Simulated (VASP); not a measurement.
# TlInF2 (I4/mcm) in VASP: single point with revPBE

Aim: the single point of TlInF2 with revPBE.

All numbers are computed with VASP 6.6.1; they aren't measurements. Logs are shortened: lines on timing, memory, paths and dates and some standing lists are left out, and cuts for length are marked.

## Step 1: The cell of the first run

The structure is tetragonal, space group I4/mcm (No. 140). Conventional cell: a = 7.267 Å, b = 7.267 Å, c = 6.144 Å, α = 90.00°, β = 90.00°, γ = 90.00°. Within 4.0 Å of Tl (site symmetry 422) lie 2 Tl at 3.07 Å and 8 F at 3.08 Å and 4 In at 3.63 Å. Within 3.2 Å of In (site symmetry -42m) lie 4 F at 2.41 Å and 2 In at 3.07 Å. Within 3.2 Å of F (site symmetry m2m) lie 2 In at 2.41 Å and 4 Tl at 3.08 Å.

## Step 2: Single point, revPBE, collinear spin

INCAR

```
ALGO     = Normal         # electronic algorithm
EDIFF    = 1E-6           # SCF threshold, eV
ENCUT    = 520            # plane-wave cutoff, eV
GGA      = RE             # functional
ISIF     = 2              # what is computed and relaxed
ISMEAR   = -1             # smearing method
ISPIN    = 2              # spin polarisation
LASPH    = T              # aspherical terms in the spheres
LCHARG   = T              # write CHGCAR
LELF     = T              # ELF
LORBIT   = 11             # projections on sites
LREAL    = F              # projectors in reciprocal space
LVHAR    = T            
LWAVE    = F              # write WAVECAR
MAGMOM   = -4 -2 -4 -0.5 -4 2 2 -4 # initial moments
NBANDS   = 54             # bands
NELM     = 150            # most SCF steps
PREC     = Accurate       # precision mode
SIGMA    = 0.1061         # smearing width, eV
```

KPOINTS

```
k-points
0
Gamma
  4 4 4
```

POSCAR

```
TlInF2
1.0
   -3.6337430000      3.6337430000      3.0720400000
    3.6337430000     -3.6337430000      3.0720400000
    3.6337430000      3.6337430000     -3.0720400000
Tl In F
2 2 4
Direct
    0.2500000000      0.2500000000      0.0000000000
    0.7500000000      0.7500000000      0.0000000000
    0.7500000000      0.2500000000      0.5000000000
    0.2500000000      0.7500000000      0.5000000000
    0.6813000000      0.1813000000      0.8626000000
    0.1813000000      0.3187000000      0.5000000000
    0.3187000000      0.8187000000      0.1374000000
    0.8187000000      0.6813000000      0.5000000000
```

Potentials or basis: VASP PAW PBE potentials, release 64 (Tl_d, In_d, F).

Command:

```bash
> cat potpaw_PBE.64/Tl_d/POTCAR potpaw_PBE.64/In_d/POTCAR potpaw_PBE.64/F/POTCAR > POTCAR
> mpirun -np 1 vasp_std > vasp.out
```

OUTCAR:

```text
EDIFF = 1E-6
   ENCUT = 520
   GGA = RE
   ISIF = 2
   ISMEAR = -1
   ISPIN = 2
   LASPH = T
   LORBIT = 11
   LREAL = F
   NELM = 150
   PREC = Accurate

 ion  position               nearest neighbor table
   1  0.250  0.250  0.000-   2 3.07   2 3.07   4 3.63   4 3.63   3 3.63   3 3.63
   2  0.750  0.750  0.000-   1 3.07   1 3.07   4 3.63   3 3.63   4 3.63   3 3.63
   3  0.750  0.250  0.500-   5 2.41   7 2.41   6 2.41   8 2.41   4 3.07   4 3.07   1 3.63   2 3.63
                             1 3.63   2 3.63
   4  0.250  0.750  0.500-   5 2.41   7 2.41   6 2.41   8 2.41   3 3.07   3 3.07   1 3.63   1 3.63
                             2 3.63   2 3.63
   5  0.681  0.181  0.863-   3 2.41   4 2.41
   6  0.181  0.319  0.500-   3 2.41   4 2.41
   7  0.319  0.819  0.137-   3 2.41   4 2.41
   8  0.819  0.681  0.500-   3 2.41   4 2.41

  LATTYP: Found a body centered tetragonal cell.
 ALAT       =     7.2674860000
 C/A-ratio  =     0.8454202733

  Lattice vectors:

 A1 = (  -3.6337430000,   3.6337430000,   3.0720400000)
 A2 = (   3.6337430000,  -3.6337430000,   3.0720400000)
 A3 = (   3.6337430000,   3.6337430000,  -3.0720400000)

Analysis of symmetry for initial positions (statically):
=====================================================================
 Subroutine PRICEL returns:
 Original cell was already a primitive cell.

 Routine SETGRP: Setting up the symmetry group for a
 body centered tetragonal supercell.

 Subroutine GETGRP returns: Found 16 space group operations
 (whereof  8 operations were pure point group operations)
 out of a pool of 16 trial point group operations.

The static configuration has the point symmetry C_4h.
 The point group associated with its full space group is D_4h.

Analysis of symmetry for dynamics (positions and initial velocities):
=====================================================================
 Subroutine PRICEL returns:
 Original cell was already a primitive cell.

 Routine SETGRP: Setting up the symmetry group for a
 body centered tetragonal supercell.

 Subroutine GETGRP returns: Found 16 space group operations
 (whereof  8 operations were pure point group operations)
 out of a pool of 16 trial point group operations.

The dynamic configuration has the point symmetry C_4h.
 The point group associated with its full space group is D_4h.

Analysis of structural, dynamic, and magnetic symmetry:
=====================================================================
 Subroutine PRICEL returns:
 Original cell was already a primitive cell.

 Routine SETGRP: Setting up the symmetry group for a
 body centered tetragonal supercell.

 Subroutine GETGRP returns: Found  2 space group operations
 (whereof  1 operations were pure point group operations)
 out of a pool of 16 trial point group operations.

The overall configuration has the point symmetry C_1 .
 The point group associated with its full space group is C_2 .

 Subroutine INISYM returns: Found  2 space group operations
 (whereof  1 operations are pure point group operations),
 and found     1 'primitive' translations

----------------------------------------------------------------------------------------

                                     Primitive cell

  volume of cell :     162.2539

  direct lattice vectors                    reciprocal lattice vectors
    -3.633743000  3.633743000  3.072040000     0.000000000  0.137599164  0.162758297
     3.633743000 -3.633743000  3.072040000     0.137599164  0.000000000  0.162758297
     3.633743000  3.633743000 -3.072040000     0.137599164  0.137599164  0.000000000

  length of vectors
     5.987120021  5.987120021  5.987120021     0.213128584  0.213128584  0.194594604

  position of ions in fractional coordinates (direct lattice)
     0.250000000  0.250000000  0.000000000
     0.750000000  0.750000000  0.000000000
     0.750000000  0.250000000  0.500000000
     0.250000000  0.750000000  0.500000000
     0.681300000  0.181300000  0.862600000
     0.181300000  0.318700000  0.500000000
     0.318700000  0.818700000  0.137400000
     0.818700000  0.681300000  0.500000000

  ion indices of the primitive-cell ions
   primitive index   ion index
                 1           1
                 2           2
                 3           3
                 4           4
                 5           5
                 6           6
                 7           7
                 8           8

----------------------------------------------------------------------------------------

 KPOINTS: k-points

Automatic generation of k-mesh.
 Grid dimensions read from file:
 generate k-points for:    4    4    4

 Generating k-lattice:

  Cartesian coordinates                     Fractional coordinates (reciprocal lattice)
     0.000000000  0.034399791  0.040689574     0.250000000  0.000000000  0.000000000
     0.034399791  0.000000000  0.040689574     0.000000000  0.250000000  0.000000000
     0.034399791  0.034399791  0.000000000     0.000000000  0.000000000  0.250000000

  Length of vectors
     0.053282146  0.053282146  0.048648651

  Shift w.r.t. Gamma in fractional coordinates (k-lattice)
     0.000000000  0.000000000  0.000000000

 Subroutine IBZKPT returns following result:
 ===========================================

 Found     24 irreducible k-points:

 Following reciprocal coordinates:
            Coordinates               Weight
  0.000000  0.000000  0.000000      1.000000
  0.250000  0.000000  0.000000      2.000000
  0.250000  0.000000 -0.250000      4.000000
  0.000000  0.250000 -0.250000      2.000000
  0.500000  0.000000  0.000000      1.000000
  0.500000  0.000000  0.500000      2.000000
[... 16 lines left out ...]
 -0.250000 -0.250000  0.250000      2.000000
  0.500000  0.500000  0.500000      1.000000
   k-points           NKPTS =     24   k-points in BZ     NKDIM =     24   number of bands    NBANDS=     54
   number of dos      NEDOS =    301   number of ions     NIONS =      8
   total plane-waves  NPLWV = 110592
   dimension x,y,z NGX =    48 NGY =   48 NGZ =   48
   dimension x,y,z NGXF=    96 NGYF=   96 NGZF=   96
   ions per type =               2   2   4
   NGX,Y,Z   is equivalent  to a cutoff of  13.33, 13.33, 13.33 a.u.
   NGXF,Y,Z  is equivalent  to a cutoff of  26.66, 26.66, 26.66 a.u.
 SYSTEM =  unknown system
   PREC   = accura    normal or accurate (medium, high low for compatibility)
   ISTART =      0    job   : 0-new  1-cont  2-samecut
   ICHARG =      2    charge: 1-file 2-atom 10-const
   ISPIN  =      2    spin polarized calculation?
   LNONCOLLINEAR =      F non collinear calculations
   LSORBIT =      F    spin-orbit coupling
   LASPH  =      T    aspherical Exc in radial PAW
   ENCUT  =  520.0 eV  38.22 Ry    6.18 a.u.  11.13 11.13 11.13*2*pi/ulx,y,z
   NELM   =    150;   NELMIN=  2; NELMDL= -5     # of ELM steps
   EDIFF  = 0.1E-05   stopping-criterion for ELM
   LREAL  =      F    real-space projection
   EDIFFG = 0.1E-04   stopping-criterion for IOM
   NSW    =      0    number of steps for IOM
   IBRION =     -1    ionic relax: 0-MD 1-quasi-New 2-CG
   NFREE  =      0    steps in history (QN), initial steepest desc. (CG)
   ISIF   =      2    stress and relaxation
   ISYM   =      2    0-nonsym 1-usesym 2-fastsym
   POTIM  = 0.5000    time-step for ionic-motion
   TEBEG  =    0.0;   TEEND  =   0.0 temperature during run
   PSTRESS=    0.0 pullay stress
   NELECT =      80.0000    total number of electrons
   NUPDOWN=      -1.0000    fix difference up-down
   EMIN   =  10.00;   EMAX   =-10.00  energy-range for DOS
   EFERMI =   0.00;   METHOD = LEGACY
   ISMEAR =    -1;   SIGMA  =   0.11  broadening in eV -4-tet -1-fermi 0-gaus
   EFERMI_NEDOS =   21; number of points for ismear=-14 and -15
   IALGO  =     38    algorithm
   IMIX   =      4    mixing-type and parameters
     AMIX     =   0.40;   BMIX     =  1.00
     AMIX_MAG =   1.60;   BMIX_MAG =  1.00
  volume/ion in A,a.u.               =      20.28       136.87
  Fermi-wavevector in a.u.,A,eV,Ry     =   1.293321  2.444023 22.758190  1.672680
  Thomas-Fermi vector in A             =   2.424974
   LORBIT       =     11    0 simple, 1 ext, 2 COOP (PROOUT), +10 PAW based schemes
   GGA     = RE    functional components
   LHFCALC =     F    Hartree Fock is set to
   AEXX    =    0.0000 exact exchange contribution
   IVDW    =     0    specifies the selected vdW correction
   LEPSILON=     F    determine dielectric tensor
   LRPA    =     F    only Hartree local field effects (RPA)
 spin polarized calculation
  energy-cutoff  :      520.00
  volume of cell :      162.25
 maximum number of plane-waves:      4416
 NGX is ok and might be reduce to    48
   NGX = 23   NGY = 23   NGZ = 23

 number of electron      80.0000000 magnetization     -14.5000000

 number of electron      80.0000037 magnetization      -0.0003327

 number of electron      80.0000037 magnetization       0.0000585

 Free energy of the ion-electron system (eV)
  ---------------------------------------------------
  ext. energy  EPLUGINS =         0.00000000
  ---------------------------------------------------
  free energy    TOTEN  =       -26.25926265 eV

  energy without entropy =      -26.20325241  energy(sigma->0) =      -26.23125753

 E-fermi :   4.8508     XC(G=0):  -9.2759

 val. band max:        4.8413187092   @ k =   0.5000   0.5000   0.0000
 cond. band min:       4.8994576147   @ k =   0.2500  -0.2500   0.2500
 fundamental gap:      0.0581389055
 Fermi energy:         4.8508139192

 spin component 1

 k-point     1 :       0.0000    0.0000    0.0000
  band No.  band energies     occupation
      1     -18.4203      1.00000
      2     -18.3447      1.00000
      3     -18.3161      1.00000
      4     -18.3161      1.00000
      5      -9.9295      1.00000
      6      -9.6437      1.00000
[... 44 lines left out ...]
     51      13.6317      0.00000
     52      13.7871      0.00000
[... 1263 lines left out ...]
     51      13.7027      0.00000
     52      14.5536      0.00000
 Fermi energy:         4.8508139192

 spin component 2

 k-point     1 :       0.0000    0.0000    0.0000
  band No.  band energies     occupation
      1     -18.4204      1.00000
      2     -18.3447      1.00000
      3     -18.3161      1.00000
      4     -18.3161      1.00000
      5      -9.9295      1.00000
      6      -9.6436      1.00000
[... 44 lines left out ...]
     51      13.6317      0.00000
     52      13.7872      0.00000
[... 1263 lines left out ...]
     51      13.7028      0.00000
     52      14.5537      0.00000
 [bands above 52 left out]

------------------------ aborting loop because EDIFF is reached ----------------------------------------

  FORCE on cell =-STRESS in cart. coord.  units (eV):
  Direction    XX          YY          ZZ          XY          YZ          ZX
  --------------------------------------------------------------------------------------
  -------------------------------------------------------------------------------------
  Total        3.7255516      3.7255066      8.8511017      0.0000000     -0.0001143      0.0000000
  in kB       36.7879760     36.7875315     87.4002428      0.0000000     -0.0011285      0.0000000
  external PRESSURE =      53.6585834 kB  Pullay stress =       0.0000000 kB

 VOLUME and BASIS-vectors are now :
 -----------------------------------------------------------------------------
  energy-cutoff  :      520.00
  volume of cell :      162.25
      direct lattice vectors                 reciprocal lattice vectors
    -3.633743000  3.633743000  3.072040000     0.000000000  0.137599164  0.162758297
     3.633743000 -3.633743000  3.072040000     0.137599164  0.000000000  0.162758297
     3.633743000  3.633743000 -3.072040000     0.137599164  0.137599164  0.000000000

 POSITION                                       TOTAL-FORCE (eV/Angst)
 -----------------------------------------------------------------------------------
      0.00000      0.00000      1.53602         0.000077      0.000000      0.000000
      0.00000      0.00000      4.60806         0.000036     -0.000000      0.000000
     -0.00000      3.63374      1.53602         0.000045      0.000000      0.000000
      3.63374     -0.00000      1.53602        -0.000034      0.000000      0.000000
      1.31760      4.95134      0.00000         0.429453      0.429525     -0.000015
      2.31615      1.31760      0.00000        -0.429514      0.429466      0.000007
      2.31615     -1.31760      3.07204        -0.429514     -0.429466     -0.000007
      1.31760      2.31615      3.07204         0.429453     -0.429525      0.000015
 -----------------------------------------------------------------------------------
    total drift:                                0.000304     -0.000000     -0.000000

  FREE ENERGIE OF THE ION-ELECTRON SYSTEM (eV)
  ---------------------------------------------------
  free  energy   TOTEN  =       -26.2592626525 eV

  energy  without entropy=      -26.2032524090  energy(sigma->0) =      -26.23125753

 total charge

# of ion       s       p       d       tot
------------------------------------------
    1        1.291   0.183   9.668  11.143
    2        1.291   0.183   9.668  11.143
    3        1.086   0.269   9.883  11.239
    4        1.086   0.269   9.883  11.239
    5        1.753   4.297   0.000   6.050
    6        1.753   4.297   0.000   6.050
    7        1.753   4.297   0.000   6.050
    8        1.753   4.297   0.000   6.050
--------------------------------------------------
tot         11.767  18.091  39.103  68.961

 magnetization (x)

# of ion       s       p       d       tot
------------------------------------------
    1       -0.000  -0.000  -0.000  -0.000
    2       -0.000  -0.000  -0.000  -0.000
    3        0.000   0.000  -0.000   0.000
    4        0.000   0.000   0.000   0.000
    5       -0.000  -0.000   0.000  -0.000
    6        0.000   0.000   0.000   0.000
    7        0.000   0.000   0.000   0.000
    8       -0.000  -0.000   0.000  -0.000
--------------------------------------------------
tot          0.000  -0.000  -0.000  -0.000
```

Run time: 13 min. Hardware: 1 thread of Oxide Virtual Turin-like, shared host; peak memory 0.56 GiB.

Results:

```yaml
Free_energy: -26.2593 eV
Pressure: 5.4 GPa
Largest_force: 0.607 eV/Å
Band_gap_on_the_k_mesh: zero (filled and empty bands overlap)
Net_moment: 0.00 μB per cell
Valence_electrons_inside_the_program's_atomic_spheres: Tl 11.14; In 11.24; F 6.05
```

Forces in eV/Å, atoms in the order of the input:
```
Tl   0.000  0.000  0.000
Tl   0.000  0.000  0.000
In   0.000  0.000  0.000
In   0.000  0.000  0.000
F    0.429  0.430  0.000
F   -0.430  0.429  0.000
F   -0.430 -0.429  0.000
F    0.429 -0.430  0.000
```

Caveat: the stress differs along the axes, from 4 to 9 GPa; the PAW data sets were made with another functional, which shifts forces and pressure a little; spin-orbit coupling is left out, which moves the levels of the heavy elements.

The gap in the log of VASP goes by the Fermi energy; the results here count the filled bands.